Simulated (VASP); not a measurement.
Here is a VASP 6.6.1 calculation.

Contents of INCAR:

```
PREC = Accurate
ENCUT = 600
EDIFF = 1E-6
ISMEAR = 0
SIGMA = 0.1
LREAL = False
LASPH = True
NELM = 80
ALGO = Normal
ISIF = 3
LWAVE = False
LCHARG = False
GGA = PE
IBRION = 2
NSW = 100
EDIFFG = -0.01
```

Contents of KPOINTS:

```
Automatic mesh
0
Gamma
  16 16 16
```

The input POSCAR:

```
ZrSi2
1.0
   -1.6403277624      1.6403277624      4.5886673560
    1.6403277624     -1.6403277624      4.5886673560
    1.6403277624      1.6403277624     -4.5886673560
Zr Si
1 2
Direct
    0.5000000000      0.5000000000      0.0000000000
    0.1905220425      0.1905220425      0.0000000000
    0.8094779575      0.8094779575      0.0000000000
```

Potentials or basis: VASP PAW PBE potentials, release 64 (Zr_sv, Si).

Launch:

```bash
$ cat potpaw_PBE.64/Zr_sv/POTCAR potpaw_PBE.64/Si/POTCAR > POTCAR
$ mpirun -np 1 vasp_std > vasp.out
```

Problem. Estimate the relaxed volume.

Solution. 16.52 Å³/atom.

Problem. Estimate the band gap on the k mesh.

Solution. Zero (band 10 reaches 10.35 eV, above the bottom of band 11 at 8.91 eV).

Stress tensor (GPa, compression positive):
```
-0.04  0.00  0.00
 0.00 -0.04  0.00
 0.00  0.00  0.08
```
